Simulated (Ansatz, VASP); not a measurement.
# InAs in VASP and in Ansatz

```
In As
1.0
     0.00000    3.01295    3.01295
     3.01295    0.00000    3.01295
     3.01295    3.01295    0.00000
In As
1 1
Cartesian
  0.0000 0.0000 0.0000
  1.5065 1.5065 1.5065
```

Alike in both runs: functional LDA; k mesh 12 × 12 × 12; occupations gaussian, width 0.1 eV; no spin polarisation.

Ansatz relaxed the structure, and its values are those at the end. VASP's run is a single point on that final structure, the one shown.

```csv
,VASP,Ansatz
version,VASP 6.6.1,Ansatz 0.2.0
potentials or method,"VASP PAW LDA potentials, release 64 (In_d, As), cutoff 500 eV","scalar-relativistic, plane waves, PAW"
valence electrons in the cell,18,28
```

```tsv
	VASP	Ansatz	Ansatz less VASP
gap on the k mesh at the Fermi level (eV)	none	none	-
pressure (GPa)	0.1	0.0	-0.15
```

Ansatz warns that its potentials were made for another functional, while VASP's fit it. LDA's correlation is that of Perdew and Zunger in VASP and of Perdew and Wang (1992) in Ansatz. A gap of «none» marks a metal or a gap that the smearing closes. VASP's potentials hold 18 valence electrons a cell and Ansatz's 28, so a difference there can come from the potentials and not from the codes.
